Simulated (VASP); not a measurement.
# InGa15Sb15As (P1) in VASP: single point with PBEsol

Aim: the single point of InGa15Sb15As with PBEsol.

Everything below comes from runs of VASP 6.6.1. Logs are shortened: lines on timing, memory, paths and dates and some standing lists are left out, and cuts for length are marked.

### Step 1. The cell of the first run

The typed cell holds 64 atoms: a = 12.216 Å, b = 12.216 Å, c = 12.216 Å, α = 90.00°, β = 90.00°, γ = 90.00°.

### Step 2. Single point, PBEsol

File INCAR:

```
SYSTEM = InGa15Sb15As
PREC = Accurate ; ENCUT = 500
EDIFF = 1E-6 ; ISMEAR = -1
SIGMA = 0.05 ; LREAL = Auto
LASPH = .TRUE. ; NELM = 120
ALGO = Normal ; ISIF = 2
LWAVE = .FALSE. ; LCHARG = .TRUE.
GGA = PS ; LELF = .TRUE.
LVHAR = .TRUE. ; NBANDS = 326
ISYM = -1 ; GGA_COMPAT = .FALSE.
```

File KPOINTS:

```
explicit points
1
Reciprocal
  0.25000000   0.25000000   0.25000000 1
```

File POSCAR:

```
InGa15Sb15As
1.0
   12.2155853731      0.0000000000      0.0000000000
    0.0000000000     12.2155853731      0.0000000000
    0.0000000000      0.0000000000     12.2155853731
Ga Sb As In
30 30 2 2
Direct
    0.0014480000      0.9995570000      0.0012520000
    0.9946380000      0.9924290000      0.5050280000
    0.9987910000      0.5023830000      0.9982520000
    0.9998850000      0.4995860000      0.4994350000
    0.5049080000      0.9903990000      0.9962960000
    0.4976640000      0.9973580000      0.4962260000
    0.4995680000      0.5017010000      0.0018580000
    0.5008110000      0.5036560000      0.4991970000
    0.2495560000      0.2483490000      0.0011650000
    0.2472590000      0.2485170000      0.4981090000
    0.2486520000      0.7496440000      0.9986200000
    0.2508960000      0.7500020000      0.5004310000
    0.7519430000      0.2508870000      0.0036880000
    0.7516630000      0.2502800000      0.4963410000
    0.7426580000      0.7542890000      0.9945800000
    0.7564600000      0.7543240000      0.5045180000
    0.2496730000      0.9997150000      0.2498380000
    0.2478520000      0.9982610000      0.7495140000
    0.2499290000      0.4996370000      0.2496840000
    0.2476800000      0.5038980000      0.7498150000
    0.7498850000      0.9999260000      0.2493020000
    0.7501040000      0.5021320000      0.2497690000
    0.7521020000      0.5018810000      0.7497230000
    0.9999420000      0.2489380000      0.2508740000
    0.0011910000      0.2508870000      0.7496080000
    0.9988400000      0.7497210000      0.2485170000
    0.9946800000      0.7544660000      0.7422740000
    0.4998650000      0.2488000000      0.2486980000
    0.5010810000      0.7498620000      0.2506680000
    0.5047330000      0.7543210000      0.7564520000
    0.1247410000      0.1246310000      0.1262970000
    0.1226580000      0.1225470000      0.6243870000
    0.1247200000      0.6248030000      0.1245030000
    0.1227420000      0.6270730000      0.6240200000
    0.6243220000      0.1224200000      0.1226080000
    0.6265450000      0.1207090000      0.6143690000
    0.6249250000      0.6269170000      0.1244560000
    0.6271680000      0.6288180000      0.6270940000
    0.3748250000      0.3744450000      0.1245430000
    0.3680380000      0.3814870000      0.6191030000
    0.3754360000      0.8733540000      0.1249550000
    0.3767320000      0.8747460000      0.6270200000
    0.8764050000      0.3765600000      0.1267270000
    0.8745920000      0.3745010000      0.6244880000
    0.8725690000      0.8744080000      0.1224070000
    0.3740090000      0.1245660000      0.3737950000
    0.3715850000      0.1162410000      0.8800780000
    0.3749910000      0.6259440000      0.3738740000
    0.3758460000      0.6259070000      0.8748870000
    0.8760750000      0.1220650000      0.3756880000
    0.8793000000      0.1283080000      0.8793250000
    0.8751480000      0.6260160000      0.3758330000
    0.8735490000      0.6302720000      0.8724540000
    0.1240300000      0.3746860000      0.3739090000
    0.1258110000      0.3758220000      0.8750280000
    0.1239150000      0.8744100000      0.3755550000
    0.1216800000      0.8734750000      0.8724320000
    0.6248480000      0.3759560000      0.3737190000
    0.6317170000      0.3814010000      0.8814640000
    0.6272120000      0.8740020000      0.3757360000
    0.8790020000      0.8686050000      0.6204100000
    0.6207360000      0.8690810000      0.8783350000
    0.7520630000      0.9871940000      0.7506340000
    0.5000450000      0.2511930000      0.7502690000
```

Potentials or basis: VASP PAW PBE potentials, release 64 (Ga_d, Sb, As, In_d).

Command:

```bash
> cat potpaw_PBE.64/Ga_d/POTCAR potpaw_PBE.64/Sb/POTCAR potpaw_PBE.64/As/POTCAR potpaw_PBE.64/In_d/POTCAR > POTCAR
> mpirun -np 1 vasp_std > vasp.out
```

OUTCAR:

```text
SYSTEM = InGa15Sb15As
   PREC = Accurate
   ENCUT = 500
   EDIFF = 1E-6
   ISMEAR = -1
   LREAL = Auto
   LASPH = .TRUE.
   NELM = 120
   ISIF = 2
   GGA = PS
   ISYM = -1

 ion  position               nearest neighbor table
   1  0.001  1.000  0.001-  51 2.63  31 2.63  57 2.65  45 2.65
   2  0.995  0.992  0.505-  61 2.50  56 2.66  32 2.66  50 2.66
   3  0.999  0.502  0.998-  33 2.64  43 2.66  55 2.66  53 2.67
   4  1.000  0.500  0.499-  54 2.64  52 2.64  34 2.64  44 2.65
   5  0.505  0.990  0.996-  62 2.50  41 2.65  47 2.65  35 2.67
   6  0.498  0.997  0.496-  36 2.61  46 2.63  60 2.63  42 2.64
[... 56 lines left out ...]
  63  0.752  0.987  0.751-  61 2.65  62 2.66  36 2.79  51 2.80
  64  0.500  0.251  0.750-  36 2.77  59 2.77  47 2.77  40 2.78

IMPORTANT INFORMATION: All symmetrisations will be switched off!
NOSYMM: (Re-)initialisation of all symmetry stuff for point group C_1.

----------------------------------------------------------------------------------------

                                     Primitive cell

  volume of cell :    1822.8161

  direct lattice vectors                    reciprocal lattice vectors
    12.215585373  0.000000000  0.000000000     0.081862634  0.000000000  0.000000000
     0.000000000 12.215585373  0.000000000     0.000000000  0.081862634  0.000000000
     0.000000000  0.000000000 12.215585373     0.000000000  0.000000000  0.081862634

  length of vectors
    12.215585373 12.215585373 12.215585373     0.081862634  0.081862634  0.081862634

  position of ions in fractional coordinates (direct lattice)
     0.001448000  0.999557000  0.001252000
     0.994638000  0.992429000  0.505028000
     0.998791000  0.502383000  0.998252000
     0.999885000  0.499586000  0.499435000
     0.504908000  0.990399000  0.996296000
     0.497664000  0.997358000  0.496226000
[... 56 lines left out ...]
     0.752063000  0.987194000  0.750634000
     0.500045000  0.251193000  0.750269000

  ion indices of the primitive-cell ions
   primitive index   ion index
                 1           1
                 2           2
                 3           3
                 4           4
                 5           5
                 6           6
[... 56 lines left out ...]
                63          63
                64          64

----------------------------------------------------------------------------------------

 KPOINTS: explicit points

Read explicit list of k-points.

 Found      1 k-points:

 Following reciprocal coordinates:
            Coordinates               Weight
  0.250000  0.250000  0.250000      1.000000
   k-points           NKPTS =      1   k-points in BZ     NKDIM =      1   number of bands    NBANDS=    326
   number of dos      NEDOS =    301   number of ions     NIONS =     64
   total plane-waves  NPLWV = 729000
   dimension x,y,z NGX =    90 NGY =   90 NGZ =   90
   dimension x,y,z NGXF=   180 NGYF=  180 NGZF=  180
   ions per type =              30  30   2   2
   NGX,Y,Z   is equivalent  to a cutoff of  12.25, 12.25, 12.25 a.u.
   NGXF,Y,Z  is equivalent  to a cutoff of  24.50, 24.50, 24.50 a.u.
 SYSTEM =  InGa15Sb15As
   PREC   = accura    normal or accurate (medium, high low for compatibility)
   ISTART =      0    job   : 0-new  1-cont  2-samecut
   ICHARG =      2    charge: 1-file 2-atom 10-const
   ISPIN  =      1    spin polarized calculation?
   LNONCOLLINEAR =      F non collinear calculations
   LSORBIT =      F    spin-orbit coupling
   LASPH  =      T    aspherical Exc in radial PAW
   ENCUT  =  500.0 eV  36.75 Ry    6.06 a.u.  22.27 22.27 22.27*2*pi/ulx,y,z
   NELM   =    120;   NELMIN=  2; NELMDL= -5     # of ELM steps
   EDIFF  = 0.1E-05   stopping-criterion for ELM
   LREAL  =      T    real-space projection
   EDIFFG = 0.1E-04   stopping-criterion for IOM
   NSW    =      0    number of steps for IOM
   IBRION =     -1    ionic relax: 0-MD 1-quasi-New 2-CG
   NFREE  =      0    steps in history (QN), initial steepest desc. (CG)
   ISIF   =      2    stress and relaxation
   ISYM   =     -1    0-nonsym 1-usesym 2-fastsym
   POTIM  = 0.5000    time-step for ionic-motion
   TEBEG  =    0.0;   TEEND  =   0.0 temperature during run
   PSTRESS=    0.0 pullay stress
   NELECT =     576.0000    total number of electrons
   NUPDOWN=      -1.0000    fix difference up-down
   EMIN   =  10.00;   EMAX   =-10.00  energy-range for DOS
   EFERMI =   0.00;   METHOD = LEGACY
   ISMEAR =    -1;   SIGMA  =   0.05  broadening in eV -4-tet -1-fermi 0-gaus
   EFERMI_NEDOS =   21; number of points for ismear=-14 and -15
   IALGO  =     38    algorithm
   IMIX   =      4    mixing-type and parameters
     AMIX     =   0.40;   BMIX     =  1.00
     AMIX_MAG =   1.60;   BMIX_MAG =  1.00
  volume/ion in A,a.u.               =      28.48       192.20
  Fermi-wavevector in a.u.,A,eV,Ry     =   1.115068  2.107173 16.917168  1.243377
  Thomas-Fermi vector in A             =   2.251669
   LORBIT       =      0    0 simple, 1 ext, 2 COOP (PROOUT), +10 PAW based schemes
   GGA     = PS    functional components
   LHFCALC =     F    Hartree Fock is set to
   AEXX    =    0.0000 exact exchange contribution
   IVDW    =     0    specifies the selected vdW correction
   LEPSILON=     F    determine dielectric tensor
   LRPA    =     F    only Hartree local field effects (RPA)
 non-spin polarized calculation
  energy-cutoff  :      500.00
  volume of cell :     1822.82
 maximum number of plane-waves:     46244
 NGX is ok and might be reduce to    90
   NGX = 45   NGY = 45   NGZ = 45

 number of electron     576.0000217 magnetization

 Free energy of the ion-electron system (eV)
  ---------------------------------------------------
  ext. energy  EPLUGINS =         0.00000000
  ---------------------------------------------------
  free energy    TOTEN  =      -261.33926758 eV

  energy without entropy =     -261.33701993  energy(sigma->0) =     -261.33814375

 E-fermi :   4.8666     XC(G=0):  -9.2805

 val. band max:        4.5078710331   @ k =   0.2500   0.2500   0.2500
 cond. band min:       5.1943061089   @ k =   0.2500   0.2500   0.2500
 fundamental gap:      0.6864350758
 Fermi energy:         4.8666041902

 k-point     1 :       0.2500    0.2500    0.2500
  band No.  band energies     occupation
      1     -10.3568      2.00000
      2     -10.3539      2.00000
      3     -10.3251      2.00000
      4     -10.3180      2.00000
      5     -10.3163      2.00000
      6     -10.3106      2.00000
[... 292 lines left out ...]
    299       6.2366      0.00000
    300       6.2753      0.00000
 [bands above 300 left out]

------------------------ aborting loop because EDIFF is reached ----------------------------------------

  FORCE on cell =-STRESS in cart. coord.  units (eV):
  Direction    XX          YY          ZZ          XY          YZ          ZX
  --------------------------------------------------------------------------------------
  -------------------------------------------------------------------------------------
  Total        0.9491712      1.0197777      1.0812502     -7.7780470     -7.8449552     -7.9842268
  in kB        0.8342809      0.8963409      0.9503727     -6.8365705     -6.8953800     -7.0177937
  external PRESSURE =       0.8936648 kB  Pullay stress =       0.0000000 kB

 VOLUME and BASIS-vectors are now :
 -----------------------------------------------------------------------------
  energy-cutoff  :      500.00
  volume of cell :     1822.82
      direct lattice vectors                 reciprocal lattice vectors
    12.215585373  0.000000000  0.000000000     0.081862634  0.000000000  0.000000000
     0.000000000 12.215585373  0.000000000     0.000000000  0.081862634  0.000000000
     0.000000000  0.000000000 12.215585373     0.000000000  0.000000000  0.081862634

 POSITION                                       TOTAL-FORCE (eV/Angst)
 -----------------------------------------------------------------------------------
      0.01769     12.21017      0.01529         0.001766      0.001438      0.002366
     12.15009     12.12310      6.16921         0.002054     -0.000652      0.000672
     12.20082      6.13690     12.19423         0.003658     -0.000286      0.002286
     12.21418      6.10274      6.10089         0.000778     -0.000572      0.005137
      6.16775     12.09830     12.17034         0.005588      0.002673     -0.001263
      6.07926     12.18331      6.06169         0.004013      0.004266      0.002024
[... 56 lines left out ...]
      9.18689     12.05915      9.16943         0.003169      0.004457     -0.002146
      6.10834      3.06847      9.16498        -0.000800      0.007721      0.001398
 -----------------------------------------------------------------------------------
    total drift:                               -0.002910      0.026492      0.001722

  FREE ENERGIE OF THE ION-ELECTRON SYSTEM (eV)
  ---------------------------------------------------
  free  energy   TOTEN  =      -261.3392675767 eV

  energy  without entropy=     -261.3370199256  energy(sigma->0) =     -261.33814375
```

It took 25 min on 1 thread of Intel Xeon Platinum 8259CL at 2.50GHz (Skylake/Cascade Lake), shared host; peak memory 1.5 GiB.

Results:

| Quantity | Value |
| --- | --- |
| Free energy | -261.3393 eV |
| Pressure | 0.1 GPa |
| Largest force | 0.014 eV/Å |
| Band gap on the k mesh | 0.69 eV |

Forces on the atoms (eV/Å):
```
Ga   0.002  0.001  0.002
Ga   0.002 -0.001  0.001
Ga   0.004  0.000  0.002
Ga   0.001 -0.001  0.005
Ga   0.006  0.003 -0.001
Ga   0.004  0.004  0.002
Ga   0.001  0.000  0.003
Ga   0.003  0.003  0.001
Ga   0.001  0.004  0.001
Ga   0.001 -0.001  0.001
Ga   0.002  0.002  0.003
Ga   0.003  0.004  0.001
Ga   0.000 -0.002 -0.001
Ga  -0.001  0.000  0.003
Ga   0.003  0.002  0.002
Ga   0.000  0.001  0.002
Ga   0.004  0.001  0.002
Ga   0.002  0.002  0.001
Ga   0.002  0.002  0.001
Ga   0.000  0.001  0.003
Ga   0.002  0.001  0.001
Ga   0.001 -0.004  0.002
Ga   0.002 -0.001  0.001
Ga  -0.001  0.001  0.002
Ga   0.001  0.002  0.002
Ga   0.002  0.002  0.002
Ga  -0.001  0.004  0.001
Ga   0.002  0.002  0.002
Ga   0.001  0.003  0.003
Ga   0.002  0.002 -0.001
Sb  -0.001 -0.002 -0.003
Sb  -0.002 -0.001 -0.011
Sb  -0.007 -0.010 -0.006
Sb  -0.004 -0.001 -0.007
Sb  -0.008 -0.004 -0.002
Sb  -0.005 -0.002 -0.002
Sb  -0.002 -0.002 -0.002
Sb  -0.002 -0.002 -0.002
Sb   0.001  0.002  0.000
Sb   0.001 -0.012  0.005
Sb  -0.004  0.001 -0.002
Sb   0.001  0.003  0.001
Sb   0.006  0.004 -0.006
Sb   0.003  0.002 -0.002
Sb  -0.002  0.000 -0.002
Sb  -0.002  0.000  0.000
Sb  -0.001  0.000 -0.001
Sb  -0.001 -0.002 -0.001
Sb   0.002 -0.006 -0.001
Sb   0.004 -0.001  0.001
Sb  -0.009  0.000 -0.007
Sb   0.002 -0.005  0.001
Sb  -0.001  0.000 -0.001
Sb  -0.002  0.000  0.001
Sb  -0.006  0.002  0.004
Sb  -0.007  0.003  0.005
Sb   0.002 -0.005  0.002
Sb  -0.004  0.001  0.003
Sb  -0.002 -0.005 -0.007
Sb  -0.002 -0.003 -0.002
As   0.001 -0.004 -0.002
As  -0.002 -0.001 -0.001
In   0.003  0.004 -0.002
In  -0.001  0.008  0.001
```

Stress tensor (GPa, compression positive):
```
 0.08 -0.68 -0.70
-0.68  0.09 -0.69
-0.70 -0.69  0.10
```

Caveat: semilocal functionals underestimate gaps, and a narrow one can read as zero; the PAW data sets were made with another functional, which shifts forces and pressure a little; spin-orbit coupling is left out, which moves the levels of the heavy elements; a shifted mesh leaves out Γ, where band edges can lie. A k mesh can miss the band edges.
